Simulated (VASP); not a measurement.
Wanted: the native input for a VASP 6.6.1 run.

* Task: single point
* Functional: PBE
* Potentials or basis: VASP PAW PBE potentials, release 64 (Sr_sv, Co, Se)
* Cutoff: 520 eV
* k mesh: 10 × 10 × 10
* Occupations: gaussian, width 0.1 eV
* Spin: collinear spin, ferromagnetic start
* Starting moments: [0.0, 1.58, 0.0] μB
* Dipole correction: no
* Further INCAR settings: ALGO = Normal; EDIFF = 1e-06; NBANDS = 24

The structure of SrCoSe lies in POSCAR:

```
SrCoSe
1.0
    4.3454751444      0.0000000000      0.0000000000
    0.0000000000      4.3454751444      0.0000000000
    0.0000000000      0.0000000000      4.4235044892
Sr Co Se
1 1 1
Direct
    0.0000000000      0.0000000000      0.0000000000
    0.5000000000      0.5000000000      0.5000000000
    0.5000000000      0.5000000000      0.0000000000
```

The cell was generated, and may not be a known phase.

The input as run:

INCAR

```
PREC = Accurate
ENCUT = 520
EDIFF = 1E-6
ISMEAR = 0
SIGMA = 0.1
LREAL = False
LASPH = True
NELM = 150
ALGO = Normal
ISIF = 2
LWAVE = False
LCHARG = False
ISPIN = 2
MAGMOM = 0 1.58 0
LORBIT = 11
LMAXMIX = 4
GGA = PE
NBANDS = 24
```

KPOINTS

```
Automatic mesh
0
Gamma
  10 10 10
```

Potentials or basis: VASP PAW PBE potentials, release 64 (Sr_sv, Co, Se).

Run with:

```console
$ cat potpaw_PBE.64/Sr_sv/POTCAR potpaw_PBE.64/Co/POTCAR potpaw_PBE.64/Se/POTCAR > POTCAR
$ mpirun -np 1 vasp_std > vasp.out
```

Results of the run:

```
Pressure                                              : 0.1 GPa
Net moment                                            : 1.09 μB per cell
Site moments                                          : Sr -0.04; Co +1.37; Se +0.03 μB
Valence electrons inside the program's atomic spheres : Sr 7.98; Co 8.12; Se 3.98
```

Caveat: a cell with one magnetic atom can't hold antiferromagnetic order, which such compounds often take.

It took 4.3 min on 1 thread of Intel(R) Xeon(R) 6975P-C (Granite Rapids), with other jobs on the host, peak memory 0.53 GiB.
